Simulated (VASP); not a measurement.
BN:

```xyz
2
Lattice="2.3148 0.0000 0.0000 0.0000 2.3148 0.0000 0.0000 0.0000 2.3148" Properties=species:S:1:pos:R:3 pbc="T T T"
B     0.0000    0.0000    0.0000
N     1.1574    1.1574    1.1574
```

Program: VASP 6.6.1. Alike in all runs: task single point; no spin polarisation; cell as given; smearing fermi-dirac 0.02 eV.

**Question.** Order these runs on this cell by their pressure, lowest first.
A. level LDA; potentials or basis VASP PAW LDA potentials, release 64 (B, N); k mesh 6 × 6 × 6; cutoff (eV) 600
B. level PBE; potentials or basis VASP PAW PBE potentials, release 64 (B, N); k mesh 8 × 8 × 8; cutoff (eV) 600
C. level r2SCAN; potentials or basis VASP PAW PBE potentials, release 64 (B, N); k mesh 8 × 8 × 8; cutoff (eV) 660

**Answer.** A (-11.7 GPa), C (-0.8 GPa), B (1.3 GPa).

Caveats: some runs use coarse meshes; the PAW data sets were made with another functional, which shifts forces and pressure a little (some runs).
